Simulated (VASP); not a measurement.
# Al (P6_3/mmc) in VASP: a series of runs, part 2 of 2

VASP 6.6.1. The steps go on from the part before.

## Step 4: Single point, PBEsol

This run uses another cell than the first one, of the same volume but with other edges.

INCAR reads:

```
PREC = Accurate ; ENCUT = 520
EDIFF = 1E-6 ; ISMEAR = 0
SIGMA = 0.15 ; LREAL = F
LASPH = T ; NELM = 80
ALGO = Fast ; ISIF = 2
LWAVE = F ; LCHARG = F
GGA = PS ; NBANDS = 10
```

KPOINTS reads:

```
regular mesh
0
Gamma
  24 24 14
```

POSCAR reads:

```
Al
1.0
    2.9303950677      0.0000000000      0.0000000000
   -1.4651975338      2.5377965718      0.0000000000
    0.0000000000      0.0000000000      4.3865731697
Al
2
Direct
    0.6666666667      0.3333333333      0.7500000000
    0.3333333333      0.6666666667      0.2500000000
```

Potentials or basis: VASP PAW PBE potentials, release 64 (Al).

Started as:

```console
$ cat potpaw_PBE.64/Al/POTCAR > POTCAR
$ mpirun -np 1 vasp_std > vasp.out
```

OUTCAR:

```text
PREC = Accurate
   ENCUT = 520
   EDIFF = 1E-6
   ISMEAR = 0
   LREAL = F
   LASPH = T
   NELM = 80
   ISIF = 2
   GGA = PS

 ion  position               nearest neighbor table
   1  0.667  0.333  0.750-   2 2.77   2 2.77   2 2.77   2 2.77   2 2.77   2 2.77
   2  0.333  0.667  0.250-   1 2.77   1 2.77   1 2.77   1 2.77   1 2.77   1 2.77

  LATTYP: Found a hexagonal cell.
 ALAT       =     2.9303950677
 C/A-ratio  =     1.4969221106

  Lattice vectors:

 A1 = (   2.9303950677,   0.0000000000,   0.0000000000)
 A2 = (  -1.4651975338,   2.5377965718,   0.0000000000)
 A3 = (   0.0000000000,   0.0000000000,   4.3865731697)

Analysis of symmetry for initial positions (statically):
=====================================================================
 Subroutine PRICEL returns:
 Original cell was already a primitive cell.

 Routine SETGRP: Setting up the symmetry group for a
 hexagonal supercell.

 Subroutine GETGRP returns: Found 24 space group operations
 (whereof 12 operations were pure point group operations)
 out of a pool of 24 trial point group operations.

The static configuration has the point symmetry D_3d.
 The point group associated with its full space group is D_6h.

Analysis of symmetry for dynamics (positions and initial velocities):
=====================================================================
 Subroutine PRICEL returns:
 Original cell was already a primitive cell.

 Routine SETGRP: Setting up the symmetry group for a
 hexagonal supercell.

 Subroutine GETGRP returns: Found 24 space group operations
 (whereof 12 operations were pure point group operations)
 out of a pool of 24 trial point group operations.

The dynamic configuration has the point symmetry D_3d.
 The point group associated with its full space group is D_6h.

 Subroutine INISYM returns: Found 24 space group operations
 (whereof 12 operations are pure point group operations),
 and found     1 'primitive' translations

[... 120 lines left out ...]
   LHFCALC =     F    Hartree Fock is set to
   AEXX    =    0.0000 exact exchange contribution
   IVDW    =     0    specifies the selected vdW correction
   LEPSILON=     F    determine dielectric tensor
   LRPA    =     F    only Hartree local field effects (RPA)
 non-spin polarized calculation
 RMM-DIIS sequential band-by-band and
 Gauss-broadening in eV      SIGMA  =   0.15
  energy-cutoff  :      520.00
  volume of cell :       32.62
 maximum number of plane-waves:       911
 NGX is ok and might be reduce to    24

 number of electron       6.0000000 magnetization

 Free energy of the ion-electron system (eV)
  ---------------------------------------------------
  ext. energy  EPLUGINS =         0.00000000
  ---------------------------------------------------
  free energy    TOTEN  =        -8.07770218 eV

  energy without entropy =       -8.06787938  energy(sigma->0) =       -8.07279078

 E-fermi :   8.0712     XC(G=0): -10.2965

 val. band max:        8.0552586791   @ k =   0.3333   0.0833   0.4286
 cond. band min:       8.0777085329   @ k =   0.0833   0.0417   0.2143
 fundamental gap:      0.0224498538
 Fermi energy:         8.0712469487

 k-point     1 :       0.0000    0.0000    0.0000
  band No.  band energies     occupation
      1      -3.1473      2.00000
      2       3.9617      2.00000
      3       4.7695      2.00000
      4      17.3061      0.00000
      5      17.3061      0.00000
      6      17.9960      0.00000
      7      17.9960      0.00000
      8      20.5690      0.00000
      9      20.9689      0.00000
     10      23.1237      0.00000
[... 287 lines left out ...]
 k-point    24 :       0.4583    0.0417    0.0000
  band No.  band energies     occupation
      1       2.0275      2.00000
      2       3.0015      2.00000
      3       8.6517      0.00000
      4       9.8206      0.00000
      5       9.9641      0.00000
      6      10.6634      0.00000
      7      12.2302      0.00000
      8      15.3171      0.00000
      9      18.4441      0.00000
     10      19.1858      0.00000

 [... further k-points ...]

------------------------ aborting loop because EDIFF is reached ----------------------------------------

  FORCE on cell =-STRESS in cart. coord.  units (eV):
  Direction    XX          YY          ZZ          XY          YZ          ZX
  --------------------------------------------------------------------------------------
  -------------------------------------------------------------------------------------
  Total       -0.2886020     -0.2886020      1.0712089     -0.0000000      0.0000000      0.0000000
  in kB      -14.1742968    -14.1742968     52.6109796     -0.0000000      0.0000000      0.0000000
  external PRESSURE =       8.0874620 kB  Pullay stress =       0.0000000 kB

 VOLUME and BASIS-vectors are now :
 -----------------------------------------------------------------------------
  energy-cutoff  :      520.00
  volume of cell :       32.62
      direct lattice vectors                 reciprocal lattice vectors
     2.930395068  0.000000000  0.000000000     0.341250916  0.197021308  0.000000000
    -1.465197534  2.537796572  0.000000000     0.000000000  0.394042616  0.000000000
     0.000000000  0.000000000  4.386573170     0.000000000  0.000000000  0.227968385

 POSITION                                       TOTAL-FORCE (eV/Angst)
 -----------------------------------------------------------------------------------
      1.46520      0.84593      3.28993         0.000000     -0.000000      0.000000
     -0.00000      1.69186      1.09664        -0.000000      0.000000      0.000000
 -----------------------------------------------------------------------------------
    total drift:                                0.000000     -0.000000      0.000000

  FREE ENERGIE OF THE ION-ELECTRON SYSTEM (eV)
  ---------------------------------------------------
  free  energy   TOTEN  =        -8.0777021764 eV

  energy  without entropy=       -8.0678793759  energy(sigma->0) =       -8.07279078
```

stdout:

```text
POSCAR found type information on POSCAR Al
 POSCAR found :  1 types and       2 ions
 scaLAPACK will be used
 -----------------------------------------------------------------------------
|                                                                             |
|                                                                             |
|     You enforced a specific xc type in the INCAR file but a different       |
|     I HOPE YOU KNOW WHAT YOU ARE DOING!                                     |
|                                                                             |
 -----------------------------------------------------------------------------

 LDA part: xc-table for (Slater+PW92), standard interpolation
 POSCAR, INCAR and KPOINTS ok, starting setup
 FFT: planning ... GRIDC
 FFT: planning ... GRID_SOFT
 FFT: planning ... GRID
 WAVECAR not read
 entering main loop
```

Wall time 2.6 min (1 thread of Intel Xeon 8259CL, shared host); peak memory 0.25 GiB.

Results:

| Quantity | Value |
| --- | --- |
| Free energy | -8.0777 eV |
| Pressure | 0.8 GPa |
| Band gap on the k mesh | zero (bands 3 and 4 overlap by 8.81 eV) |

Stress tensor (GPa, compression positive):
```
-1.42  0.00  0.00
 0.00 -1.42  0.00
 0.00  0.00  5.26
```

Caveat: the stress differs along the axes, from -1 to 5 GPa; the PAW data sets were made with another functional, which shifts forces and pressure a little.

## Step 5: Overview

```csv
cell,gap on the mesh (eV),pressure (GPa)
"a = 3.009, b = 3.009, c = 4.161 Å, angles 90.0, 90.0, 120.0°, 2 atoms",none,2.7
"a = 2.682, b = 2.682, c = 5.237 Å, angles 90.0, 90.0, 120.0°, 2 atoms",none,3.4
"a = 2.930, b = 2.930, c = 4.387 Å, angles 90.0, 90.0, 120.0°, 2 atoms",none,0.8
```

Alike in all rows: task single point; level PBEsol; potentials or basis VASP PAW PBE potentials, release 64 (Al); no spin polarisation; k mesh 24 × 24 × 14; cutoff (eV) 520; smearing gaussian 0.15 eV.

Caveats: the PAW data sets were made with another functional, which shifts forces and pressure a little; the stress differs along the axes, from -1 to 11 GPa (at least some runs); the stress differs along the axes, from -6 to 8 GPa (at least some runs); the stress differs along the axes, from -1 to 5 GPa (at least some runs).

Total energies depend on the potentials used, so only differences within one code and one set of settings carry meaning.

The gap in the log of VASP goes by the Fermi energy; the results here count the filled bands.